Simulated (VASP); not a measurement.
Runs of VASP 6.6.1 on Lu. The structure is that of space group Pm-3m (No. 221), or close to it. The cells are those of the table. This isn't the form of Lu at room conditions, which is hcp.

| cell | gap on the mesh (eV) | pressure (GPa) |
| --- | --- | --- |
| a = 3.336 Å, 1 atom | none | -1.9 |
| a = 3.162 Å, 1 atom | none | (a) |
| a = 3.294 Å, 1 atom | none | -1.0 |
| a = 3.251 Å, 1 atom | none | (b) |
| a = 3.207 Å, 1 atom | none | 1.2 |

Alike in all rows: task single point; level revPBE; potentials or basis VASP PAW PBE potentials, release 64 (Lu); no spin polarisation; k mesh 11 × 11 × 11; cutoff (eV) 520; smearing fermi-dirac 0.1 eV.

Problem. Fill in the values left out.

Solution. (a) 2.6; (b) 0.0.

Caveats: the PAW data sets were made with another functional, which shifts forces and pressure a little; spin-orbit coupling is left out, which moves the levels of the heavy elements.

A k mesh can miss the band edges, and the runs leave out spin-orbit coupling on Lu.

A gap of «none» marks levels without a gap at the run's occupations.
